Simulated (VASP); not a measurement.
# TiO2 (P4_2/mnm) in VASP: notebook

TiO2 is run at these levels: LDA; tasks: single point.

All numbers are computed with VASP 6.6.1; they aren't measurements. Logs are shortened: lines on timing, memory, paths and dates and some standing lists are left out, and cuts for length are marked.

**1. The cell of the first run**

It takes space group P4_2/mnm (No. 136, tetragonal). Conventional cell: a = 4.650 Å, b = 4.650 Å, c = 2.643 Å, α = 90.00°, β = 90.00°, γ = 90.00°. Within 2.5 Å of Ti (site symmetry mmm) lie 6 O at 1.85 to 2.00 Å. O (site symmetry m2m) has 3 Ti at 1.85 to 2.00 Å and 11 O at 2.58 to 2.72 Å within 2.8 Å.

**2. Single point, LDA (9.53 Å³/atom)**

INCAR reads:

```
SYSTEM = TiO2
ALGO = Normal
EDIFF = 1E-7
ENCUT = 520
ISIF = 2
ISMEAR = 0
LASPH = .TRUE.
LCHARG = .TRUE.
LELF = .TRUE.
LREAL = .FALSE.
LVHAR = .TRUE.
LWAVE = .FALSE.
NBANDS = 33
NELM = 80
PREC = Accurate
SIGMA = 0.05
```

KPOINTS reads:

```
k-points
0
G
  8 8 10
  0 0 0
```

POSCAR reads:

```
TiO2
1.0
    4.6499018529      0.0000000000      0.0000000000
    0.0000000000      4.6499018529      0.0000000000
    0.0000000000      0.0000000000      2.6434692034
Ti O
2 4
Direct
    0.0000000000      0.0000000000      0.0000000000
    0.5000000000      0.5000000000      0.5000000000
    0.3039457556      0.3039457556      0.0000000000
    0.1960542444      0.8039457556      0.5000000000
    0.6960542444      0.6960542444      0.0000000000
    0.8039457556      0.1960542444      0.5000000000
```

Potentials or basis: VASP PAW LDA potentials, release 64 (Ti_sv, O).

The run is started by

```console
cat potpaw_LDA.64/Ti_sv/POTCAR potpaw_LDA.64/O/POTCAR > POTCAR
mpirun -np 1 vasp_std > vasp.out
```

OUTCAR:

```text
SYSTEM = TiO2
   EDIFF = 1E-7
   ENCUT = 520
   ISIF = 2
   ISMEAR = 0
   LASPH = .TRUE.
   LREAL = .FALSE.
   NELM = 80
   PREC = Accurate

 ion  position               nearest neighbor table
   1  0.000  0.000  0.000-   4 1.85   6 1.85   4 1.85   6 1.85   5 2.00   3 2.00
   2  0.500  0.500  0.500-   3 1.85   5 1.85   3 1.85   5 1.85   4 2.00   6 2.00
   3  0.304  0.304  0.000-   2 1.85   2 1.85   1 2.00
   4  0.196  0.804  0.500-   1 1.85   1 1.85   2 2.00
   5  0.696  0.696  0.000-   2 1.85   2 1.85   1 2.00
   6  0.804  0.196  0.500-   1 1.85   1 1.85   2 2.00

  LATTYP: Found a simple tetragonal cell.
 ALAT       =     4.6499018529
 C/A-ratio  =     0.5685000000

  Lattice vectors:

 A1 = (   4.6499018529,   0.0000000000,   0.0000000000)
 A2 = (   0.0000000000,   4.6499018529,   0.0000000000)
 A3 = (   0.0000000000,   0.0000000000,   2.6434692034)

Analysis of symmetry for initial positions (statically):
=====================================================================
 Subroutine PRICEL returns:
 Original cell was already a primitive cell.

 Routine SETGRP: Setting up the symmetry group for a
 simple tetragonal supercell.

 Subroutine GETGRP returns: Found 16 space group operations
 (whereof  8 operations were pure point group operations)
 out of a pool of 16 trial point group operations.

The static configuration has the point symmetry D_2h.
 The point group associated with its full space group is D_4h.

Analysis of symmetry for dynamics (positions and initial velocities):
=====================================================================
 Subroutine PRICEL returns:
 Original cell was already a primitive cell.

 Routine SETGRP: Setting up the symmetry group for a
 simple tetragonal supercell.

 Subroutine GETGRP returns: Found 16 space group operations
 (whereof  8 operations were pure point group operations)
 out of a pool of 16 trial point group operations.

The dynamic configuration has the point symmetry D_2h.
 The point group associated with its full space group is D_4h.

 Subroutine INISYM returns: Found 16 space group operations
 (whereof  8 operations are pure point group operations),
 and found     1 'primitive' translations

----------------------------------------------------------------------------------------

                                     Primitive cell

  volume of cell :      57.1560

  direct lattice vectors                    reciprocal lattice vectors
     4.649901853  0.000000000  0.000000000     0.215058303  0.000000000  0.000000000
     0.000000000  4.649901853  0.000000000     0.000000000  0.215058303  0.000000000
     0.000000000  0.000000000  2.643469203     0.000000000  0.000000000  0.378290770

  length of vectors
     4.649901853  4.649901853  2.643469203     0.215058303  0.215058303  0.378290770

  position of ions in fractional coordinates (direct lattice)
     0.000000000  0.000000000  0.000000000
     0.500000000  0.500000000  0.500000000
     0.303945756  0.303945756  0.000000000
     0.196054244  0.803945756  0.500000000
     0.696054244  0.696054244  0.000000000
     0.803945756  0.196054244  0.500000000

  ion indices of the primitive-cell ions
   primitive index   ion index
                 1           1
                 2           2
                 3           3
                 4           4
                 5           5
                 6           6

----------------------------------------------------------------------------------------

 KPOINTS: k-points

Automatic generation of k-mesh.
 Grid dimensions read from file:
 generate k-points for:    8    8   10

 Generating k-lattice:

  Cartesian coordinates                     Fractional coordinates (reciprocal lattice)
     0.026882288  0.000000000  0.000000000     0.125000000  0.000000000  0.000000000
     0.000000000  0.026882288  0.000000000     0.000000000  0.125000000  0.000000000
     0.000000000  0.000000000  0.037829077     0.000000000  0.000000000  0.100000000

  Length of vectors
     0.026882288  0.026882288  0.037829077

  Shift w.r.t. Gamma in fractional coordinates (k-lattice)
     0.000000000  0.000000000  0.000000000

 Subroutine IBZKPT returns following result:
 ===========================================

 Found     90 irreducible k-points:

 Following reciprocal coordinates:
            Coordinates               Weight
  0.000000  0.000000  0.000000      1.000000
  0.125000  0.000000  0.000000      4.000000
  0.250000  0.000000  0.000000      4.000000
  0.375000  0.000000  0.000000      4.000000
  0.500000  0.000000  0.000000      2.000000
  0.125000  0.125000  0.000000      4.000000
[... 16 lines left out ...]
  0.375000  0.125000  0.100000     16.000000
  0.500000  0.125000  0.100000      8.000000
 [... further k-points ...]
   k-points           NKPTS =     90   k-points in BZ     NKDIM =     90   number of bands    NBANDS=     33
   number of dos      NEDOS =    301   number of ions     NIONS =      6
   total plane-waves  NPLWV =  25920
   dimension x,y,z NGX =    36 NGY =   36 NGZ =   20
   dimension x,y,z NGXF=    72 NGYF=   72 NGZF=   40
   ions per type =               2   4
   NGX,Y,Z   is equivalent  to a cutoff of  12.87, 12.87, 12.58 a.u.
   NGXF,Y,Z  is equivalent  to a cutoff of  25.74, 25.74, 25.16 a.u.
 SYSTEM =  TiO2
   PREC   = accura    normal or accurate (medium, high low for compatibility)
   ISTART =      0    job   : 0-new  1-cont  2-samecut
   ICHARG =      2    charge: 1-file 2-atom 10-const
   ISPIN  =      1    spin polarized calculation?
   LNONCOLLINEAR =      F non collinear calculations
   LSORBIT =      F    spin-orbit coupling
   LASPH  =      T    aspherical Exc in radial PAW
   ENCUT  =  520.0 eV  38.22 Ry    6.18 a.u.   8.65  8.65  4.92*2*pi/ulx,y,z
   NELM   =     80;   NELMIN=  2; NELMDL= -5     # of ELM steps
   EDIFF  = 0.1E-06   stopping-criterion for ELM
   LREAL  =      F    real-space projection
   EDIFFG = 0.1E-05   stopping-criterion for IOM
   NSW    =      0    number of steps for IOM
   IBRION =     -1    ionic relax: 0-MD 1-quasi-New 2-CG
   NFREE  =      0    steps in history (QN), initial steepest desc. (CG)
   ISIF   =      2    stress and relaxation
   ISYM   =      2    0-nonsym 1-usesym 2-fastsym
   POTIM  = 0.5000    time-step for ionic-motion
   TEBEG  =    0.0;   TEEND  =   0.0 temperature during run
   PSTRESS=    0.0 pullay stress
   NELECT =      48.0000    total number of electrons
   NUPDOWN=      -1.0000    fix difference up-down
   EMIN   =  10.00;   EMAX   =-10.00  energy-range for DOS
   EFERMI =   0.00;   METHOD = LEGACY
   ISMEAR =     0;   SIGMA  =   0.05  broadening in eV -4-tet -1-fermi 0-gaus
   EFERMI_NEDOS =   21; number of points for ismear=-14 and -15
   IALGO  =     38    algorithm
   IMIX   =      4    mixing-type and parameters
     AMIX     =   0.40;   BMIX     =  1.00
     AMIX_MAG =   1.60;   BMIX_MAG =  1.00
  volume/ion in A,a.u.               =       9.53        64.28
  Fermi-wavevector in a.u.,A,eV,Ry     =   1.544548  2.918772 32.458430  2.385627
  Thomas-Fermi vector in A             =   2.650053
   LORBIT       =      0    0 simple, 1 ext, 2 COOP (PROOUT), +10 PAW based schemes
   GGA     = CA    functional components
   LHFCALC =     F    Hartree Fock is set to
   AEXX    =    0.0000 exact exchange contribution
   IVDW    =     0    specifies the selected vdW correction
   LEPSILON=     F    determine dielectric tensor
   LRPA    =     F    only Hartree local field effects (RPA)
 non-spin polarized calculation
 Gauss-broadening in eV      SIGMA  =   0.05
  energy-cutoff  :      520.00
  volume of cell :       57.16
 maximum number of plane-waves:      1578
 NGX is ok and might be reduce to    36
   NGX = 17   NGY = 17   NGZ =  9

 number of electron      48.0000000 magnetization

 Free energy of the ion-electron system (eV)
  ---------------------------------------------------
  ext. energy  EPLUGINS =         0.00000000
  ---------------------------------------------------
  free energy    TOTEN  =       -57.80876384 eV

  energy without entropy =      -57.80876384  energy(sigma->0) =      -57.80876384

 E-fermi :   5.4038     XC(G=0): -12.4172

 val. band max:        5.0947650890   @ k =   0.0000   0.0000   0.0000
 cond. band min:       7.0293989074   @ k =   0.5000   0.5000   0.0000
 fundamental gap:      1.9346338184
 Fermi energy:         5.4038176494

 k-point     1 :       0.0000    0.0000    0.0000
  band No.  band energies     occupation
      1     -50.3441      2.00000
      2     -50.3210      2.00000
      3     -27.2025      2.00000
      4     -27.2025      2.00000
      5     -26.9017      2.00000
      6     -26.9017      2.00000
[... 25 lines left out ...]
     32      13.1003      0.00000
     33      13.1054      0.00000

 k-point     2 :       0.1250    0.0000    0.0000
  band No.  band energies     occupation
      1     -50.3432      2.00000
      2     -50.3219      2.00000
      3     -27.1972      2.00000
      4     -27.1968      2.00000
      5     -26.9084      2.00000
      6     -26.9079      2.00000
[... 25 lines left out ...]
     32      13.0574      0.00000
     33      13.0651      0.00000

 k-point     3 :       0.2500    0.0000    0.0000
  band No.  band energies     occupation
      1     -50.3407      2.00000
      2     -50.3244      2.00000
      3     -27.1832      2.00000
      4     -27.1819      2.00000
      5     -26.9256      2.00000
      6     -26.9242      2.00000
[... 25 lines left out ...]
     32      12.9509      0.00000
     33      13.0361      0.00000

 k-point     4 :       0.3750    0.0000    0.0000
  band No.  band energies     occupation
      1     -50.3369      2.00000
      2     -50.3281      2.00000
      3     -27.1666      2.00000
      4     -27.1652      2.00000
      5     -26.9446      2.00000
      6     -26.9431      2.00000
[... 673 lines left out ...]
     32      12.4449      0.00000
     33      12.9078      0.00000

 k-point    23 :       0.3750    0.1250    0.1000
  band No.  band energies     occupation
      1     -50.3222      2.00000
      2     -50.3144      2.00000
      3     -27.1578      2.00000
      4     -27.1298      2.00000
      5     -26.9460      2.00000
      6     -26.9145      2.00000
[... 25 lines left out ...]
     32      12.1853      0.00000
     33      12.7838      0.00000

 k-point    24 :       0.5000    0.1250    0.1000
  band No.  band energies     occupation
      1     -50.3183      2.00000
      2     -50.3183      2.00000
      3     -27.1402      2.00000
      4     -27.1402      2.00000
      5     -26.9350      2.00000
      6     -26.9350      2.00000
[... 25 lines left out ...]
     32      11.7891      0.00000
     33      12.7819      0.00000

 [... further k-points ...]

------------------------ aborting loop because EDIFF is reached ----------------------------------------

  FORCE on cell =-STRESS in cart. coord.  units (eV):
  Direction    XX          YY          ZZ          XY          YZ          ZX
  --------------------------------------------------------------------------------------
  -------------------------------------------------------------------------------------
  Total        3.2937537      3.2937537     21.8062474      0.0000000      0.0000000      0.0000000
  in kB       92.3293702     92.3293702    611.2652254      0.0000000      0.0000000      0.0000000
  external PRESSURE =     265.3079886 kB  Pullay stress =       0.0000000 kB

 VOLUME and BASIS-vectors are now :
 -----------------------------------------------------------------------------
  energy-cutoff  :      520.00
  volume of cell :       57.16
      direct lattice vectors                 reciprocal lattice vectors
     4.649901853  0.000000000  0.000000000     0.215058303  0.000000000  0.000000000
     0.000000000  4.649901853  0.000000000     0.000000000  0.215058303  0.000000000
     0.000000000  0.000000000  2.643469203     0.000000000  0.000000000  0.378290770

 POSITION                                       TOTAL-FORCE (eV/Angst)
 -----------------------------------------------------------------------------------
      0.00000      0.00000      0.00000        -0.000000      0.000000      0.000000
      2.32495      2.32495      1.32173        -0.000000      0.000000      0.000000
      1.41332      1.41332      0.00000        -0.700802     -0.700802      0.000000
      0.91163      3.73827      1.32173         0.700802     -0.700802      0.000000
      3.23658      3.23658      0.00000         0.700802      0.700802     -0.000000
      3.73827      0.91163      1.32173        -0.700802      0.700802     -0.000000
 -----------------------------------------------------------------------------------
    total drift:                                0.000000      0.000000      0.000000

  FREE ENERGIE OF THE ION-ELECTRON SYSTEM (eV)
  ---------------------------------------------------
  free  energy   TOTEN  =       -57.8087638373 eV

  energy  without entropy=      -57.8087638373  energy(sigma->0) =      -57.80876384
```

Wall time 86 s (1 thread of Intel Xeon 6975P-C (Granite Rapids), shared host); peak memory 0.24 GiB.

Results:

```yaml
Free_energy: -57.8088 eV
Pressure: 26.5 GPa
Largest_force: 0.991 eV/Å
Band_gap_on_the_k_mesh: 1.93 eV (least direct gap 1.95 eV)
```

Forces on the atoms (eV/Å):
```
Ti   0.000  0.000  0.000
Ti   0.000  0.000  0.000
O   -0.701 -0.701  0.000
O    0.701 -0.701  0.000
O    0.701  0.701  0.000
O   -0.701  0.701  0.000
```

Caveat: the cell stands under pressure.

(Part 1 of 2 ends here.)
